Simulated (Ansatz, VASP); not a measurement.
## AlNi in VASP and in Ansatz

Contents of INCAR:

```
SYSTEM = AlNi
  PREC = Accurate
  ENCUT = 520
  EDIFF = 1E-7
  ISMEAR = 0
  SIGMA = 0.15
  LREAL = .False.
  LASPH = .True.
  NELM = 100
  ALGO = Fast
  ISIF = 2
  LWAVE = .False.
  LCHARG = .False.
  GGA = PE
  NBANDS = 14
```

KPOINTS

```
Automatic mesh
0
Gamma
  16 16 16
  0 0 0
```

Contents of POSCAR:

```
AlNi
1.0
    2.1923570833     -2.1923208037      0.0000000000
    2.2673204425      2.2672854035      0.0000000000
    0.0000000000      0.0000000000      2.9004437058
Al Ni
1 1
Direct
    0.0000000000      0.0000000000      0.0000000000
    0.5000000000      0.5000000000      0.5000000000
```

Input for Ansatz:

```yaml
crystal:
  lattice:
    - [2.1923570833, -2.1923208037, 0.0]
    - [2.2673204425, 2.2672854035, 0.0]
    - [0.0, 0.0, 2.9004437058]
  atoms:
    - { symbol: Al, position: [0.0, 0.0, 0.0] }
    - { symbol: Ni, position: [0.5, 0.5, 0.5] }
basis:
  ecutwfc: 520.0
kpoints:
  mp_grid: { grid: [16, 16, 16] }
hamiltonian:
  xc: pbe
  pseudopotentials: { kind: paw, azcp: { folder: soft_1 } }
scf:
  occupations: { method: gaussian, width: 0.15 }
output:
  forces: true
  stress: true
  eigenvalues: true
  write_density: true
  write_potential: true
  elf: true
  volumetric_format: npy
```

Change from the starting cell: normal strain along x +0.0733, normal strain along y +0.1100.

Alike in both runs: task single point; functional PBE; k mesh 16 × 16 × 16; occupations gaussian, width 0.15 eV; no spin polarisation.

|  | VASP | Ansatz |
| --- | --- | --- |
| version | VASP 6.6.1 | Ansatz 0.2.0 |
| potentials or method | VASP PAW PBE potentials, release 64 (Al, Ni), cutoff 520 eV | scalar-relativistic, plane waves, PAW |
| valence electrons in the cell | 13 | 21 |

|  | VASP | Ansatz | Ansatz less VASP |
| --- | --- | --- | --- |
| gap on the k mesh at the Fermi level (eV) | none | none | - |
| pressure (GPa) | -18.5 | -18.6 | -0.14 |
| traceless stress, the component that is largest in VASP (GPa) | 2.79 | 2.73 | -0.061 |

A gap of «none» marks a metal or a gap that the smearing closes. With one functional, cell and mesh, what is left measures potentials, basis and numerics. VASP's potentials hold 13 valence electrons a cell and Ansatz's 21, so a difference there can come from the potentials and not from the codes. Ansatz's warnings: near symmetry operations not taken.
